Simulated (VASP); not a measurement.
# Ta12HN12F in VASP: single point with PBE+D3(BJ)

Aim: the single point of Ta12HN12F with PBE+D3(BJ).

Everything below comes from runs of VASP 6.6.1. Logs are shortened: lines on timing, memory, paths and dates and some standing lists are left out, and cuts for length are marked.

## 1. The cell of the first run

The cell holds a slab with vacuum, 26 atoms: a = 6.201 Å, b = 6.201 Å, c = 22.385 Å, α = 90.00°, β = 90.00°, γ = 90.00°.

## 2. Single point, PBE+D3(BJ)

Input file INCAR:

```
SYSTEM = Ta12HN12F
ALGO = Normal
DIPOL = 0.5 0.5 0.468
EDIFF = 1E-6
ENCUT = 520
GGA = PE
IDIPOL = 3
ISIF = 2
ISMEAR = 0
IVDW = 12
LASPH = .True.
LCHARG = .True.
LDIPOL = .True.
LELF = .True.
LREAL = Auto
LVACPOTAV = .True.
LVHAR = .True.
LWAVE = .False.
NBANDS = 119
NELM = 60
PREC = Accurate
SIGMA = 0.1
```

Input file KPOINTS:

```
k-points
0
Gamma
  3 3 1
  0 0 0
```

Input file POSCAR:

```
Ta12HN12F
1.0
    6.2014901195      0.0000000000      0.0000000000
    0.0000000000      6.2014901195      0.0000000000
    0.0000000000      0.0000000000     22.3851157170
Ta N F H
12 12 1 1
Direct
    0.5000000000      0.5000000000      0.3573803281
    0.5000000000      0.0000000000      0.3573803281
    0.0000000000      0.5000000000      0.3573803281
    0.0000000000      0.0000000000      0.3573803281
    0.7802608541      0.7428667445      0.4512011811
    0.7278813266      0.2556727189      0.4543283882
    0.2277790820      0.7514149026      0.4551078825
    0.2638534274      0.2494851296      0.4551896851
    0.0205222941      0.0199216245      0.5461534393
    0.0202021017      0.4787248600      0.5547780790
    0.4791887158      0.0175797660      0.5468307044
    0.4766151746      0.4776753999      0.5470494403
    0.2500000000      0.2500000000      0.3573803281
    0.2500000000      0.7500000000      0.3573803281
    0.7500000000      0.2500000000      0.3573803281
    0.7500000000      0.7500000000      0.3573803281
    0.5007023791      0.5317419736      0.4536695704
    0.5131833072     -0.0294957479      0.4536169513
    0.0038937679      0.4740600618      0.4531310461
   -0.0100878221      0.0237320944      0.4513538601
    0.7456712016      0.7569193670      0.5587164542
    0.7453352376      0.2462180807      0.5560115059
    0.2550081834      0.7507835257      0.5577562574
    0.2569605551      0.2399822055      0.5789397282
    0.9715056814      0.5235265363      0.6402336587
    0.7600615840      0.7386178161      0.6045340202
```

Potentials or basis: VASP PAW PBE potentials, release 64 (Ta_pv, N, F, H).

Run with:

```bash
$ cat potpaw_PBE.64/Ta_pv/POTCAR potpaw_PBE.64/N/POTCAR potpaw_PBE.64/F/POTCAR potpaw_PBE.64/H/POTCAR > POTCAR
$ mpirun -np 1 vasp_std > vasp.out
```

OUTCAR:

```text
SYSTEM = Ta12HN12F
   EDIFF = 1E-6
   ENCUT = 520
   GGA = PE
   ISIF = 2
   ISMEAR = 0
   IVDW = 12
   LASPH = .True.
   LREAL = Auto
   NELM = 60
   PREC = Accurate
 IVDW          = 12

 ion  position               nearest neighbor table
   1  0.500  0.500  0.357-  17 2.16  14 2.19  15 2.19  16 2.19  13 2.19   6 3.00   8 3.06   3 3.10
                             2 3.10   2 3.10   3 3.10   5 3.11   7 3.17
   2  0.500  0.000  0.357-  18 2.16  14 2.19  15 2.19  16 2.19  13 2.19   6 3.04   8 3.05   4 3.10
                             1 3.10   1 3.10   4 3.10   5 3.16   7 3.16
   3  0.000  0.500  0.357-  19 2.15  14 2.19  15 2.19  16 2.19  13 2.19   5 2.92   7 3.04   4 3.10
                             1 3.10   4 3.10   1 3.10   6 3.14   8 3.14
   4  0.000  0.000  0.357-  20 2.11  14 2.19  15 2.19  16 2.19  13 2.19   5 2.97   7 3.03   3 3.10
                             2 3.10   3 3.10   2 3.10   8 3.14   6 3.17
   5  0.780  0.743  0.451-  16 2.11  19 2.17  17 2.17  20 2.17  18 2.18  21 2.42   7 2.78   3 2.92
                             4 2.97   6 3.04   9 3.11   1 3.11   2 3.16   6 3.20  10 3.21  12 3.29
   6  0.728  0.256  0.454-  20 2.17  15 2.17  19 2.18  18 2.21  17 2.22  22 2.28   8 2.88  12 2.94
                            11 2.97   1 3.00   2 3.04   5 3.04   9 3.11   3 3.14   4 3.17   5 3.20
   7  0.228  0.751  0.455-  17 2.17  14 2.19  19 2.21  18 2.23  20 2.24  23 2.30   5 2.78   9 2.93
                             4 3.03   3 3.04  11 3.06  10 3.08  12 3.08   8 3.10   8 3.12   2 3.16
   8  0.264  0.249  0.455-  19 2.13  13 2.19  20 2.20  17 2.29  18 2.32  12 2.82  11 2.84   6 2.88
                             9 2.91  10 3.05   2 3.05   1 3.06   7 3.10   7 3.12   4 3.14   3 3.14
   9  0.021  0.020  0.546-  20 2.13  24 2.13  22 2.22  23 2.23  21 2.38  11 2.84  10 2.85   8 2.91
                             7 2.93   6 3.11   5 3.11  11 3.36  10 3.36
  10  0.020  0.479  0.555-  25 1.96  24 2.15  23 2.23  22 2.23  19 2.28  21 2.43  12 2.84   9 2.85
                             8 3.05   7 3.08   6 3.20   5 3.21   9 3.36  12 3.38
  11  0.479  0.018  0.547-  24 2.08  18 2.12  23 2.17  22 2.19  21 2.33   8 2.84   9 2.84  12 2.85
                             6 2.97   7 3.06   5 3.31  12 3.35   9 3.36
  12  0.477  0.478  0.547-  17 2.12  24 2.13  23 2.19  22 2.21  21 2.42   8 2.82  10 2.84  11 2.85
                             6 2.94   7 3.08   5 3.29  11 3.35  10 3.38
  13  0.250  0.250  0.357-   8 2.19   2 2.19   3 2.19   4 2.19   1 2.19
  14  0.250  0.750  0.357-   7 2.19   2 2.19   3 2.19   4 2.19   1 2.19
  15  0.750  0.250  0.357-   6 2.17   2 2.19   3 2.19   4 2.19   1 2.19
  16  0.750  0.750  0.357-   5 2.11   2 2.19   3 2.19   4 2.19   1 2.19
  17  0.501  0.532  0.454-  12 2.12   1 2.16   7 2.17   5 2.17   6 2.22   8 2.29
  18  0.513  0.971  0.454-  11 2.12   2 2.16   5 2.18   6 2.21   7 2.23   8 2.32
  19  0.004  0.474  0.453-   8 2.13   3 2.15   5 2.17   6 2.18   7 2.21  10 2.28
  20  0.990  0.024  0.451-   4 2.11   9 2.13   6 2.17   5 2.17   8 2.20   7 2.24
  21  0.746  0.757  0.559-  26 1.04  11 2.33   9 2.38   5 2.42  12 2.42  10 2.43
  22  0.745  0.246  0.556-  11 2.19  12 2.21   9 2.22  10 2.23   6 2.28
  23  0.255  0.751  0.558-  11 2.17  12 2.19   9 2.23  10 2.23   7 2.30
  24  0.257  0.240  0.579-  11 2.08  12 2.13   9 2.13  10 2.15
  25  0.972  0.524  0.640-  10 1.96
  26  0.760  0.739  0.605-  21 1.04

  LATTYP: Found a simple tetragonal cell.
 ALAT       =     6.2014901195
 C/A-ratio  =     3.6096349886

  Lattice vectors:

 A1 = (   6.2014901195,   0.0000000000,   0.0000000000)
 A2 = (   0.0000000000,   6.2014901195,   0.0000000000)
 A3 = (   0.0000000000,   0.0000000000,  22.3851157170)

Analysis of symmetry for initial positions (statically):
=====================================================================
 Subroutine PRICEL returns:
 Original cell was already a primitive cell.

 Routine SETGRP: Setting up the symmetry group for a
 simple tetragonal supercell.

 Subroutine GETGRP returns: Found  1 space group operations
 (whereof  1 operations were pure point group operations)
 out of a pool of 16 trial point group operations.

The static configuration has the point symmetry C_1 .

Analysis of symmetry for dynamics (positions and initial velocities):
=====================================================================
 Subroutine PRICEL returns:
 Original cell was already a primitive cell.

 Routine SETGRP: Setting up the symmetry group for a
 simple tetragonal supercell.

 Subroutine GETGRP returns: Found  1 space group operations
 (whereof  1 operations were pure point group operations)
 out of a pool of 16 trial point group operations.

The dynamic configuration has the point symmetry C_1 .

 Subroutine INISYM returns: Found  1 space group operations
 (whereof  1 operations are pure point group operations),
 and found     1 'primitive' translations

[... 87 lines left out ...]
     0.053750522  0.053750522  0.044672541

  Shift w.r.t. Gamma in fractional coordinates (k-lattice)
     0.000000000  0.000000000  0.000000000

 Subroutine IBZKPT returns following result:
 ===========================================

 Found      5 irreducible k-points:

 Following reciprocal coordinates:
            Coordinates               Weight
  0.000000  0.000000  0.000000      1.000000
  0.333333  0.000000  0.000000      2.000000
  0.000000  0.333333  0.000000      2.000000
  0.333333  0.333333  0.000000      2.000000
 -0.333333  0.333333  0.000000      2.000000
   k-points           NKPTS =      5   k-points in BZ     NKDIM =      5   number of bands    NBANDS=    119
   number of dos      NEDOS =    301   number of ions     NIONS =     26
   total plane-waves  NPLWV = 387072
   dimension x,y,z NGX =    48 NGY =   48 NGZ =  168
   dimension x,y,z NGXF=    96 NGYF=   96 NGZF=  336
   ions per type =              12  12   1   1
   NGX,Y,Z   is equivalent  to a cutoff of  12.87, 12.87, 12.48 a.u.
   NGXF,Y,Z  is equivalent  to a cutoff of  25.74, 25.74, 24.95 a.u.
 SYSTEM =  Ta12HN12F
   PREC   = accura    normal or accurate (medium, high low for compatibility)
   ISTART =      0    job   : 0-new  1-cont  2-samecut
   ICHARG =      2    charge: 1-file 2-atom 10-const
   ISPIN  =      1    spin polarized calculation?
   LNONCOLLINEAR =      F non collinear calculations
   LSORBIT =      F    spin-orbit coupling
   LASPH  =      T    aspherical Exc in radial PAW
   ENCUT  =  520.0 eV  38.22 Ry    6.18 a.u.  11.53 11.53 41.62*2*pi/ulx,y,z
   NELM   =     60;   NELMIN=  2; NELMDL= -5     # of ELM steps
   EDIFF  = 0.1E-05   stopping-criterion for ELM
   LREAL  =      T    real-space projection
   EDIFFG = 0.1E-04   stopping-criterion for IOM
   NSW    =      0    number of steps for IOM
   IBRION =     -1    ionic relax: 0-MD 1-quasi-New 2-CG
   NFREE  =      0    steps in history (QN), initial steepest desc. (CG)
   ISIF   =      2    stress and relaxation
   ISYM   =      2    0-nonsym 1-usesym 2-fastsym
   POTIM  = 0.5000    time-step for ionic-motion
   TEBEG  =    0.0;   TEEND  =   0.0 temperature during run
   PSTRESS=    0.0 pullay stress
   NELECT =     200.0000    total number of electrons
   NUPDOWN=      -1.0000    fix difference up-down
   EMIN   =  10.00;   EMAX   =-10.00  energy-range for DOS
   EFERMI =   0.00;   METHOD = LEGACY
   ISMEAR =     0;   SIGMA  =   0.10  broadening in eV -4-tet -1-fermi 0-gaus
   EFERMI_NEDOS =   21; number of points for ismear=-14 and -15
   IALGO  =     38    algorithm
   IMIX   =      4    mixing-type and parameters
     AMIX     =   0.40;   BMIX     =  1.00
     AMIX_MAG =   1.60;   BMIX_MAG =  1.00
  volume/ion in A,a.u.               =      33.11       223.45
  Fermi-wavevector in a.u.,A,eV,Ry     =   1.006393  1.901807 13.780351  1.012827
  Thomas-Fermi vector in A             =   2.139133
   LORBIT       =      0    0 simple, 1 ext, 2 COOP (PROOUT), +10 PAW based schemes
   GGA     = PE    functional components
   LHFCALC =     F    Hartree Fock is set to
   AEXX    =    0.0000 exact exchange contribution
   IVDW    =    12    specifies the selected vdW correction
   LEPSILON=     F    determine dielectric tensor
   LRPA    =     F    only Hartree local field effects (RPA)
 non-spin polarized calculation
 Gauss-broadening in eV      SIGMA  =   0.10
  energy-cutoff  :      520.00
  volume of cell :      860.90
 maximum number of plane-waves:     23207
 NGX is ok and might be reduce to    48
   NGX = 23   NGY = 23   NGZ = 83

 dipolmoment           0.000000      0.000000     -2.509131 electrons x Angstroem

 number of electron     200.0000014 magnetization

 dipolmoment           0.000000      0.000000      0.144579 electrons x Angstroem

 Free energy of the ion-electron system (eV)
  ---------------------------------------------------
  ext. energy  EPLUGINS =         0.00000000
  ---------------------------------------------------
  free energy    TOTEN  =      -265.21682136 eV

  energy without entropy =     -265.16413769  energy(sigma->0) =     -265.19047953

 E-fermi :   0.0128     XC(G=0):  -5.0502

 val. band max:       -0.0046354580   @ k =   0.3333   0.3333   0.0000
 cond. band min:       0.0269005363   @ k =  -0.3333   0.3333   0.0000
 fundamental gap:      0.0315359943
 Fermi energy:         0.0128450071

 k-point     1 :       0.0000    0.0000    0.0000
  band No.  band energies     occupation
      1     -36.3036      2.00000
      2     -36.2957      2.00000
      3     -36.2605      2.00000
      4     -36.2026      2.00000
      5     -36.1835      2.00000
      6     -36.1745      2.00000
[... 564 lines left out ...]
    111       1.4979      0.00000
    112       1.5788      0.00000
 [bands above 112 left out]

------------------------ aborting loop because EDIFF is reached ----------------------------------------

 Edisp (eV)   -7.56703

 E8    (eV) :    -3.5959

  FORCE on cell =-STRESS in cart. coord.  units (eV):
  Direction    XX          YY          ZZ          XY          YZ          ZX
  --------------------------------------------------------------------------------------
  -------------------------------------------------------------------------------------
  Total     -21.71015   -19.30634     0.70045    -3.34333     0.07377    -0.05640
  in kB     -40.40377   -35.93016     1.30358    -6.22211     0.13728    -0.10496
  external pressure =      -25.01 kB  Pullay stress =        0.00 kB

 VOLUME and BASIS-vectors are now :
 -----------------------------------------------------------------------------
  energy-cutoff  :      520.00
  volume of cell :      860.90
      direct lattice vectors                 reciprocal lattice vectors
     6.201490119  0.000000000  0.000000000     0.161251567  0.000000000  0.000000000
     0.000000000  6.201490119  0.000000000     0.000000000  0.161251567  0.000000000
     0.000000000  0.000000000 22.385115717     0.000000000  0.000000000  0.044672541

 POSITION                                       TOTAL-FORCE (eV/Angst)
 -----------------------------------------------------------------------------------
      3.10075      3.10075      8.00000         0.058856     -0.343954      1.646071
      3.10075      0.00000      8.00000        -0.077975      0.329999      1.765894
      0.00000      3.10075      8.00000        -0.141186      0.179618      1.620043
      0.00000      0.00000      8.00000         0.099557     -0.134653      1.339661
      4.83878      4.60688     10.10019         0.012537      0.010119      0.001877
      4.51395      1.58555     10.17019        -0.007009     -0.015044      0.006094
[... 18 lines left out ...]
      6.02478      3.24664     14.33170        -0.014595      0.015166      0.105052
      4.71351      4.58053     13.53256        -0.013325      0.020664     -0.026072
 -----------------------------------------------------------------------------------
    total drift:                               -0.007061      0.001520      0.008345

  FREE ENERGIE OF THE ION-ELECTRON SYSTEM (eV)
  ---------------------------------------------------
  free  energy   TOTEN  =      -272.7838530531 eV

  energy  without entropy=     -272.7311693836  energy(sigma->0) =     -272.75751122

 vacuum level on the upper side and lower side of the slab         4.420         3.740
```

Run time: 21 min. Hardware: 1 thread of AMD EPYC 7R13 (Zen 3), shared host; peak memory 0.94 GiB.

Results:

| Quantity | Value |
| --- | --- |
| Free energy | -272.7839 eV |
| Largest force | 1.835 eV/Å |
| Band gap on the k mesh | zero (bands 100 and 101 overlap by 0.35 eV) |
| Dispersion energy per atom | -0.291 eV |

Forces on the atoms (eV/Å):
```
Ta   0.059 -0.344  1.646
Ta  -0.078  0.330  1.766
Ta  -0.141  0.180  1.620
Ta   0.100 -0.135  1.340
Ta   0.013  0.010  0.002
Ta  -0.007 -0.015  0.006
Ta  -0.012 -0.011  0.002
Ta   0.017  0.006  0.016
Ta   0.002 -0.007  0.027
Ta  -0.001 -0.003 -0.101
Ta   0.016 -0.025  0.022
Ta   0.005 -0.002  0.021
N    0.135 -0.059 -1.397
N   -0.089 -0.048 -1.521
N    0.088  0.035 -1.833
N   -0.064  0.035 -1.830
N   -0.016  0.013  0.000
N    0.010 -0.009  0.001
N    0.006 -0.004  0.002
N   -0.022  0.016  0.015
N    0.014 -0.015  0.038
N    0.000  0.010  0.009
N   -0.012  0.007  0.003
N    0.005  0.000  0.068
F   -0.015  0.015  0.105
H   -0.013  0.021 -0.026
```

Levels at points of the mesh, in eV from the Fermi level:
```tsv
k point	band 97	band 98	band 99	band 100	band 101	band 102	band 103	band 104
(0.00, 0.00, 0.00)	-0.56	-0.40	-0.24	0.22	0.39	0.75	0.90	1.00
```

Caveat: spin-orbit coupling is left out, which moves the levels of the heavy elements.

The gap in the log of VASP goes by the Fermi energy; the results here count the filled bands.